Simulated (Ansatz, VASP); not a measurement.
## KMgF3: VASP beside Ansatz

```
CELL_PARAMETERS angstrom
3.90845 0.00000 0.00000
0.00000 3.90845 0.00000
0.00000 0.00000 3.90845
ATOMIC_POSITIONS crystal
K 0.50000 0.50000 0.50000
Mg 0.00000 0.00000 0.00000
F 0.50000 0.00000 0.00000
F 0.00000 0.50000 0.00000
F 0.00000 0.00000 0.50000
```

Alike in both runs: functional LDA; k mesh 6 × 6 × 6; no spin polarisation.

Ansatz relaxed the structure, and its values are those at the end. VASP's run is a single point on that final structure, the one shown.

|  | VASP | Ansatz |
| --- | --- | --- |
| version | VASP 6.6.1 | Ansatz 0.2.0 |
| potentials or method | VASP PAW LDA potentials, release 64 (K_sv, Mg, F) | plane waves, PAW |
| plane-wave cutoff (eV) | 520 | 420 |
| occupations | gaussian, width 0.01 eV | fixed |
| valence electrons in the cell | 32 | 40 |

|  | VASP | Ansatz | Ansatz less VASP |
| --- | --- | --- | --- |
| pressure (GPa) | -0.9 | 0.0 | +0.83 |

LDA's correlation is that of Perdew and Zunger in VASP and of Perdew and Wang (1992) in Ansatz. VASP's potentials hold 32 valence electrons a cell and Ansatz's 40, so a difference there can come from the potentials and not from the codes.
